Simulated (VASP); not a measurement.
# SiO2 (P4_2/mnm) in VASP: a series of runs

SiO2 is run at these levels: LDA; tasks: single point.

Everything below comes from runs of VASP 6.6.1. Logs are shortened: lines on timing, memory, paths and dates and some standing lists are left out, and cuts for length are marked.

### Step 1. The cell of the first run

It takes space group P4_2/mnm (No. 136, tetragonal). The conventional cell has a = 4.263 Å, b = 4.263 Å, c = 2.448 Å, α = 90.00°, β = 90.00°, γ = 90.00°. Within 2.3 Å of Si (site symmetry mmm) lie 6 O at 1.69 to 1.84 Å. Within 2.3 Å of O (site symmetry m2m) lie 3 Si at 1.69 to 1.84 Å.

### Step 2. Single point, LDA (volume 7.413 Å^3 an atom, c/a of the conventional cell 0.5742)

File INCAR:

```
SYSTEM = SiO2
ALGO = Normal ; EDIFF = 1E-7
ENCUT = 520 ; GGA = CA
ISIF = 2 ; ISMEAR = 0
LASPH = .TRUE. ; LCHARG = .FALSE.
LREAL = .FALSE. ; LWAVE = .FALSE.
NBANDS = 25 ; NELM = 100
PREC = Accurate ; SIGMA = 0.05
```

File KPOINTS:

```
k-points
0
G
  6 6 10
  0 0 0
```

File POSCAR:

```
SiO2
1.0
    4.2627908096      0.0000000000      0.0000000000
    0.0000000000      4.2627908096      0.0000000000
    0.0000000000      0.0000000000      2.4476944828
Si O
2 4
Direct
    0.5000000000      0.5000000000      0.5000000000
    0.0000000000      0.0000000000      0.0000000000
    0.6944252994      0.6944252994      0.0000000000
    0.1944252994      0.8055747006      0.5000000000
    0.3055747006      0.3055747006      0.0000000000
    0.8055747006      0.1944252994      0.5000000000
```

Potentials or basis: VASP PAW LDA potentials, release 64 (Si, O).

On the command line:

```console
cat potpaw_LDA.64/Si/POTCAR potpaw_LDA.64/O/POTCAR > POTCAR
mpirun -np 1 vasp_std > vasp.out
```

OUTCAR:

```text
SYSTEM = SiO2
   EDIFF = 1E-7
   ENCUT = 520
   GGA = CA
   ISIF = 2
   ISMEAR = 0
   LASPH = .TRUE.
   LREAL = .FALSE.
   NELM = 100
   PREC = Accurate

 ion  position               nearest neighbor table
   1  0.500  0.500  0.500-   3 1.69   5 1.69   3 1.69   5 1.69   4 1.84   6 1.84
   2  0.000  0.000  0.000-   4 1.69   6 1.69   4 1.69   6 1.69   5 1.84   3 1.84
   3  0.694  0.694  0.000-   1 1.69   1 1.69   2 1.84
   4  0.194  0.806  0.500-   2 1.69   2 1.69   1 1.84
   5  0.306  0.306  0.000-   1 1.69   1 1.69   2 1.84
   6  0.806  0.194  0.500-   2 1.69   2 1.69   1 1.84

  LATTYP: Found a simple tetragonal cell.
 ALAT       =     4.2627908096
 C/A-ratio  =     0.5742000000

  Lattice vectors:

 A1 = (   4.2627908096,   0.0000000000,   0.0000000000)
 A2 = (   0.0000000000,   4.2627908096,   0.0000000000)
 A3 = (   0.0000000000,   0.0000000000,   2.4476944828)

Analysis of symmetry for initial positions (statically):
=====================================================================
 Subroutine PRICEL returns:
 Original cell was already a primitive cell.

 Routine SETGRP: Setting up the symmetry group for a
 simple tetragonal supercell.

 Subroutine GETGRP returns: Found 16 space group operations
 (whereof  8 operations were pure point group operations)
 out of a pool of 16 trial point group operations.

The static configuration has the point symmetry D_2h.
 The point group associated with its full space group is D_4h.

Analysis of symmetry for dynamics (positions and initial velocities):
=====================================================================
 Subroutine PRICEL returns:
 Original cell was already a primitive cell.

 Routine SETGRP: Setting up the symmetry group for a
 simple tetragonal supercell.

 Subroutine GETGRP returns: Found 16 space group operations
 (whereof  8 operations were pure point group operations)
 out of a pool of 16 trial point group operations.

The dynamic configuration has the point symmetry D_2h.
 The point group associated with its full space group is D_4h.

 Subroutine INISYM returns: Found 16 space group operations
 (whereof  8 operations are pure point group operations),
 and found     1 'primitive' translations

----------------------------------------------------------------------------------------

                                     Primitive cell
[... 95 lines left out ...]
   LSORBIT =      F    spin-orbit coupling
   LASPH  =      T    aspherical Exc in radial PAW
   ENCUT  =  520.0 eV  38.22 Ry    6.18 a.u.   7.93  7.93  4.55*2*pi/ulx,y,z
   NELM   =    100;   NELMIN=  2; NELMDL= -5     # of ELM steps
   EDIFF  = 0.1E-06   stopping-criterion for ELM
   LREAL  =      F    real-space projection
   EDIFFG = 0.1E-05   stopping-criterion for IOM
   NSW    =      0    number of steps for IOM
   IBRION =     -1    ionic relax: 0-MD 1-quasi-New 2-CG
   NFREE  =      0    steps in history (QN), initial steepest desc. (CG)
   ISIF   =      2    stress and relaxation
   ISYM   =      2    0-nonsym 1-usesym 2-fastsym
   POTIM  = 0.5000    time-step for ionic-motion
   TEBEG  =    0.0;   TEEND  =   0.0 temperature during run
   PSTRESS=    0.0 pullay stress
   NELECT =      32.0000    total number of electrons
   NUPDOWN=      -1.0000    fix difference up-down
   EMIN   =  10.00;   EMAX   =-10.00  energy-range for DOS
   EFERMI =   0.00;   METHOD = LEGACY
   ISMEAR =     0;   SIGMA  =   0.05  broadening in eV -4-tet -1-fermi 0-gaus
   EFERMI_NEDOS =   21; number of points for ismear=-14 and -15
   IALGO  =     38    algorithm
   IMIX   =      4    mixing-type and parameters
     AMIX     =   0.40;   BMIX     =  1.00
     AMIX_MAG =   1.60;   BMIX_MAG =  1.00
  volume/ion in A,a.u.               =       7.41        50.03
  Fermi-wavevector in a.u.,A,eV,Ry     =   1.466931  2.772098 29.278201  2.151887
  Thomas-Fermi vector in A             =   2.582610
   LORBIT       =      0    0 simple, 1 ext, 2 COOP (PROOUT), +10 PAW based schemes
   GGA     = CA    functional components
   LHFCALC =     F    Hartree Fock is set to
   AEXX    =    0.0000 exact exchange contribution
   IVDW    =     0    specifies the selected vdW correction
   LEPSILON=     F    determine dielectric tensor
   LRPA    =     F    only Hartree local field effects (RPA)
 non-spin polarized calculation
 Gauss-broadening in eV      SIGMA  =   0.05
  energy-cutoff  :      520.00
  volume of cell :       44.48
 maximum number of plane-waves:      1224
 NGX is ok and might be reduce to    32
   NGX = 15   NGY = 15   NGZ =  9

 number of electron      32.0000010 magnetization

 Free energy of the ion-electron system (eV)
  ---------------------------------------------------
  ext. energy  EPLUGINS =         0.00000000
  ---------------------------------------------------
  free energy    TOTEN  =       -51.19901834 eV

  energy without entropy =      -51.19901834  energy(sigma->0) =      -51.19901834

 E-fermi :   8.7183     XC(G=0): -12.9329

 val. band max:        8.4781356897   @ k =   0.0000   0.0000   0.0000
 cond. band min:      15.0156824774   @ k =   0.0000   0.0000   0.0000
 fundamental gap:      6.5375467878
 Fermi energy:         8.7182503556

 k-point     1 :       0.0000    0.0000    0.0000
  band No.  band energies     occupation
      1     -14.3999      2.00000
      2     -10.6822      2.00000
      3     -10.6822      2.00000
      4     -10.6453      2.00000
      5      -2.6320      2.00000
      6       1.2726      2.00000
[... 661 lines left out ...]
     24      22.4434      0.00000
     25      23.1191      0.00000

 [... further k-points ...]
[... 5 lines left out ...]
  --------------------------------------------------------------------------------------
  -------------------------------------------------------------------------------------
  Total       -0.4713625     -0.4713625     18.6657151      0.0000000      0.0000000      0.0000000
  in kB      -16.9793214    -16.9793214    672.3725353      0.0000000      0.0000000      0.0000000
  external PRESSURE =     212.8046308 kB  Pullay stress =       0.0000000 kB

 VOLUME and BASIS-vectors are now :
 -----------------------------------------------------------------------------
  energy-cutoff  :      520.00
  volume of cell :       44.48
      direct lattice vectors                 reciprocal lattice vectors
     4.262790810  0.000000000  0.000000000     0.234588101  0.000000000  0.000000000
     0.000000000  4.262790810  0.000000000     0.000000000  0.234588101  0.000000000
     0.000000000  0.000000000  2.447694483     0.000000000  0.000000000  0.408547720

 POSITION                                       TOTAL-FORCE (eV/Angst)
 -----------------------------------------------------------------------------------
      2.13140      2.13140      1.22385         0.000000      0.000000      0.000000
      0.00000      0.00000      0.00000         0.000000      0.000000      0.000000
      2.96019      2.96019      0.00000        -0.153169     -0.153169      0.000000
      0.82879      3.43400      1.22385        -0.153169      0.153169      0.000000
      1.30260      1.30260      0.00000         0.153169      0.153169     -0.000000
      3.43400      0.82879      1.22385         0.153169     -0.153169      0.000000
 -----------------------------------------------------------------------------------
    total drift:                                0.000000      0.000000     -0.000000

  FREE ENERGIE OF THE ION-ELECTRON SYSTEM (eV)
  ---------------------------------------------------
  free  energy   TOTEN  =       -51.1990183449 eV

  energy  without entropy=      -51.1990183449  energy(sigma->0) =      -51.19901834
```

stdout:

```text
POSCAR found type information on POSCAR SiO
 POSCAR found :  2 types and       6 ions
 scaLAPACK will be used
 LDA part: xc-table for (Slater(with rela. corr.)+CA(PZ))
 , standard interpolation
 POSCAR, INCAR and KPOINTS ok, starting setup
 FFT: planning ... GRIDC
 FFT: planning ... GRID_SOFT
 FFT: planning ... GRID
 WAVECAR not read
 entering main loop
```

Run time: 63 s. Hardware: 1 thread of AMD EPYC 7R13, shared host; peak memory 0.13 GiB.

Results:

```
Free energy            : -51.1990 eV
Pressure               : 21.3 GPa
Largest force          : 0.217 eV/Å
Band gap on the k mesh : 6.54 eV, direct
```

Forces in eV/Å, atoms in the order of the input:
```
Si   0.000  0.000  0.000
Si   0.000  0.000  0.000
O   -0.153 -0.153  0.000
O   -0.153  0.153  0.000
O    0.153  0.153  0.000
O    0.153 -0.153  0.000
```

### Step 3. Single point, LDA (volume 7.413 Å^3 an atom, c/a of the conventional cell 0.5955)

File INCAR:

```
ALGO = Normal ; EDIFF = 1E-7
ENCUT = 520 ; GGA = CA
ISIF = 2 ; ISMEAR = 0
LASPH = T ; LCHARG = F
LREAL = F ; LWAVE = F
NBANDS = 25 ; NELM = 100
PREC = Accurate ; SIGMA = 0.05
```

File KPOINTS:

```
k-points
0
Gamma
  6 6 10
```

Changes to POSCAR since step 2:

```diff
@@ -2,5 +2,5 @@
 1.0
-    4.2627908096      0.0000000000      0.0000000000
-    0.0000000000      4.2627908096      0.0000000000
-    0.0000000000      0.0000000000      2.4476944828
+    4.2113483028      0.0000000000      0.0000000000
+    0.0000000000      4.2113483028      0.0000000000
+    0.0000000000      0.0000000000      2.5078579143
 Si O
```

Potentials or basis: VASP PAW LDA potentials, release 64 (Si, O).

On the command line:

```console
cat potpaw_LDA.64/Si/POTCAR potpaw_LDA.64/O/POTCAR > POTCAR
mpirun -np 1 vasp_std > vasp.out
```

Run time: 74 s. Hardware: 1 thread of AMD EPYC 7R13, shared host; peak memory 0.14 GiB.

Results (log left out):

```
Free energy            : -51.5829 eV
Pressure               : 17.8 GPa
Largest force          : 0.042 eV/Å
Band gap on the k mesh : 6.58 eV, direct
```

Forces in eV/Å, atoms in the order of the input:
```
Si   0.000  0.000  0.000
Si   0.000  0.000  0.000
O   -0.029 -0.029  0.000
O   -0.029  0.029  0.000
O    0.029  0.029  0.000
O    0.029 -0.029  0.000
```

Stress tensor (GPa, compression positive):
```
 2.76  0.00  0.00
 0.00  2.76  0.00
 0.00  0.00 48.02
```

Levels at points of the mesh, in eV from the valence-band top:
```
           k point  band 12  band 13  band 14  band 15  band 16  band 17  band 18  band 19  band 20  band 21
(0.00, 0.00, 0.00)    -2.82    -2.14    -0.99    -0.99     0.00     6.58     7.84     9.72     9.72    10.77
(0.50, 0.00, 0.00)    -3.92    -2.39    -2.39    -1.19    -1.19     8.85     8.85    10.05    10.05    10.74
(0.50, 0.50, 0.00)    -2.92    -2.67    -2.67    -2.63    -2.63     8.50     8.50    11.02    11.02    12.70
(0.00, 0.00, 0.50)    -4.95    -3.10    -3.10    -2.85    -2.85     9.38     9.38    12.52    12.52    12.78
(0.50, 0.00, 0.50)    -4.25    -2.52    -2.52    -1.86    -1.86     8.90     8.90     9.62     9.62    12.12
(0.50, 0.50, 0.50)    -4.83    -1.99    -1.99    -1.64    -1.64     7.34     7.34    10.93    10.93    11.31
```

 A k mesh can miss the band edges.

### Step 4. Single point, LDA (volume 7.413 Å^3 an atom, c/a of the conventional cell 0.6888)

File INCAR:

```
ALGO = Normal
EDIFF = 1E-7
ENCUT = 520
ISIF = 2
ISMEAR = 0
LASPH = True
LCHARG = True
LELF = True
LREAL = False
LVHAR = True
LWAVE = False
NBANDS = 25
NELM = 100
PREC = Accurate
SIGMA = 0.05
```

KPOINTS is that of step 3.

Changes to POSCAR since step 3:

```diff
@@ -2,5 +2,5 @@
 1.0
-    4.2113483028      0.0000000000      0.0000000000
-    0.0000000000      4.2113483028      0.0000000000
-    0.0000000000      0.0000000000      2.5078579143
+    4.0119055860      0.0000000000      0.0000000000
+    0.0000000000      4.0119055860      0.0000000000
+    0.0000000000      0.0000000000      2.7634005676
 Si O
```

On the command line:

```console
cat potpaw_LDA.64/Si/POTCAR potpaw_LDA.64/O/POTCAR > POTCAR
mpirun -np 1 vasp_std > vasp.out
```

Run time: 74 s. Hardware: 1 thread of AMD EPYC 7R13, shared host; peak memory 0.14 GiB.

The run converged. Its results:

```yaml
Free_energy: -51.7035 eV
Pressure: 10.7 GPa
Largest_force: 0.486 eV/Å
Band_gap_on_the_k_mesh: 5.57 eV, direct
```

Forces in eV/Å, atoms in the order of the input:
```
Si   0.000  0.000  0.000
Si   0.000  0.000  0.000
O    0.343  0.343  0.000
O    0.343 -0.343  0.000
O   -0.343 -0.343  0.000
O   -0.343  0.343  0.000
```

Stress tensor (GPa, compression positive):
```
 21.33   0.00   0.00
  0.00  21.33   0.00
  0.00   0.00 -10.70
```

Levels at points of the mesh, in eV from the valence-band top:
| k point | band 13 | band 14 | band 15 | band 16 | band 17 | band 18 | band 19 | band 20 |
| --- | --- | --- | --- | --- | --- | --- | --- | --- |
| (0.00, 0.00, 0.00) | -2.78 | -0.80 | -0.80 | 0.00 | 5.57 | 6.10 | 7.64 | 7.64 |
| (0.50, 0.00, 0.00) | -3.00 | -3.00 | -1.03 | -1.03 | 7.45 | 7.45 | 8.41 | 8.41 |
| (0.50, 0.50, 0.00) | -3.03 | -3.03 | -2.14 | -2.14 | 7.15 | 7.15 | 9.57 | 9.57 |
| (0.00, 0.00, 0.50) | -3.57 | -3.57 | -2.76 | -2.76 | 9.71 | 9.71 | 12.51 | 12.51 |
| (0.50, 0.00, 0.50) | -2.19 | -2.19 | -1.79 | -1.79 | 9.29 | 9.29 | 10.99 | 10.99 |
| (0.50, 0.50, 0.50) | -1.59 | -1.59 | -1.55 | -1.55 | 7.89 | 7.89 | 11.40 | 11.40 |

 A k mesh can miss the band edges.

### Step 5. Single point, LDA (volume 7.413 Å^3 an atom, c/a of the conventional cell 0.7409)

File INCAR:

```
SYSTEM = SiO2
PREC = Accurate ; ENCUT = 520
EDIFF = 1E-6 ; ISMEAR = 0
SIGMA = 0.05 ; LREAL = .FALSE.
LASPH = .TRUE. ; NELM = 60
ALGO = Normal ; ISIF = 2
LWAVE = .FALSE. ; LCHARG = .FALSE.
GGA = CA ; NBANDS = 25
```

File KPOINTS:

```
Automatic mesh
0
G
  6 6 10
  0 0 0
```

Changes to POSCAR since step 4:

```diff
@@ -2,5 +2,5 @@
 1.0
-    4.0119055860      0.0000000000      0.0000000000
-    0.0000000000      4.0119055860      0.0000000000
-    0.0000000000      0.0000000000      2.7634005676
+    3.9155720391      0.0000000000      0.0000000000
+    0.0000000000      3.9155720391      0.0000000000
+    0.0000000000      0.0000000000      2.9010473238
 Si O
```

On the command line:

```console
cat potpaw_LDA.64/Si/POTCAR potpaw_LDA.64/O/POTCAR > POTCAR
mpirun -np 1 vasp_std > vasp.out
```

It took 66 s on 1 thread of AMD EPYC 7R13, shared host; peak memory 0.14 GiB.

Results (log left out):

- Free energy: -51.0632 eV
- Pressure: 11.1 GPa
- Largest force: 0.633 eV/Å
- Band gap on the k mesh: 4.92 eV, direct

Forces in eV/Å, atoms in the order of the input:
```
Si   0.000  0.000  0.000
Si   0.000  0.000  0.000
O    0.447  0.447  0.000
O    0.447 -0.447  0.000
O   -0.447 -0.447  0.000
O   -0.447  0.447  0.000
```

Stress tensor (GPa, compression positive):
```
 31.73   0.00   0.00
  0.00  31.73   0.00
  0.00   0.00 -30.27
```

Levels at points of the mesh, in eV from the valence-band top:
```
           k point  band 14  band 15  band 16  band 17  band 18  band 19
(0.00, 0.00, 0.00)    -0.60    -0.60     0.00     4.92     5.77     6.85
(0.50, 0.00, 0.00)    -2.91    -0.88    -0.88     7.03     7.03     7.85
(0.50, 0.50, 0.00)    -3.13    -1.68    -1.68     6.74     6.74     9.21
(0.00, 0.00, 0.50)    -3.59    -2.45    -2.45     9.90     9.90    12.09
(0.50, 0.00, 0.50)    -1.80    -1.51    -1.51     9.59     9.59    11.81
(0.50, 0.50, 0.50)    -1.25    -1.17    -1.17     8.18     8.18    11.81
```

### Step 6. Single point, LDA (volume 7.413 Å^3 an atom, c/a of the conventional cell 0.6405)

File INCAR:

```
PREC = Accurate
ENCUT = 520
EDIFF = 1E-6
ISMEAR = 0
SIGMA = 0.05
LREAL = F
LASPH = T
NELM = 60
ALGO = Normal
ISIF = 2
LWAVE = F
LCHARG = T
GGA = CA
LELF = T
LVHAR = T
NBANDS = 25
```

File KPOINTS:

```
Automatic mesh
0
Gamma
  6 6 10
```

Changes to POSCAR since step 5:

```diff
@@ -2,5 +2,5 @@
 1.0
-    3.9155720391      0.0000000000      0.0000000000
-    0.0000000000      3.9155720391      0.0000000000
-    0.0000000000      0.0000000000      2.9010473238
+    4.1103506676      0.0000000000      0.0000000000
+    0.0000000000      4.1103506676      0.0000000000
+    0.0000000000      0.0000000000      2.6326159088
 Si O
```

Potentials or basis: VASP PAW LDA potentials, release 64 (Si, O).

On the command line:

```console
cat potpaw_LDA.64/Si/POTCAR potpaw_LDA.64/O/POTCAR > POTCAR
mpirun -np 1 vasp_std > vasp.out
```

Run time: 64 s. Hardware: 1 thread of AMD EPYC 7R13, shared host; peak memory 0.14 GiB.

Results (log left out):

* Free energy: -51.9030 eV
* Pressure: 12.9 GPa
* Largest force: 0.257 eV/Å
* Band gap on the k mesh: 6.42 eV, direct

Forces on the atoms (eV/Å):
```
Si   0.000  0.000  0.000
Si   0.000  0.000  0.000
O    0.182  0.182  0.000
O    0.182 -0.182  0.000
O   -0.182 -0.182  0.000
O   -0.182  0.182  0.000
```

Stress tensor (GPa, compression positive):
```
11.81  0.00  0.00
 0.00 11.81  0.00
 0.00  0.00 15.18
```

Levels at points of the mesh, in eV from the valence-band top:
```csv
k point,band 14,band 15,band 16,band 17,band 18,band 19
"(0.00, 0.00, 0.00)",-0.93,-0.93,0.00,6.42,6.55,8.64
"(0.50, 0.00, 0.00)",-2.83,-1.13,-1.13,8.15,8.15,9.21
"(0.50, 0.50, 0.00)",-2.84,-2.47,-2.47,7.78,7.78,10.25
"(0.00, 0.00, 0.50)",-3.41,-2.89,-2.89,9.51,9.51,12.83
"(0.50, 0.00, 0.50)",-2.43,-1.91,-1.91,9.05,9.05,10.24
"(0.50, 0.50, 0.50)",-1.87,-1.68,-1.68,7.59,7.59,11.10
```

 A k mesh can miss the band edges.

### Step 7. The runs side by side

```csv
cell,gap on the mesh (eV),pressure (GPa),largest force (eV/Å)
"a = 4.263, b = 4.263, c = 2.448 Å, 6 atoms",6.54,21.3,0.22
"a = 4.211, b = 4.211, c = 2.508 Å, 6 atoms",6.58,17.8,0.04
"a = 4.012, b = 4.012, c = 2.763 Å, 6 atoms",5.57,10.7,0.49
"a = 3.916, b = 3.916, c = 2.901 Å, 6 atoms",4.92,11.1,0.63
"a = 4.110, b = 4.110, c = 2.633 Å, 6 atoms",6.42,12.9,0.26
```

Alike in all rows: task single point; level LDA; potentials or basis VASP PAW LDA potentials, release 64 (Si, O); no spin polarisation; k mesh 6 × 6 × 10; cutoff (eV) 520; smearing gaussian 0.05 eV.

Total energies depend on the potentials used, so only differences within one code and one set of settings carry meaning.
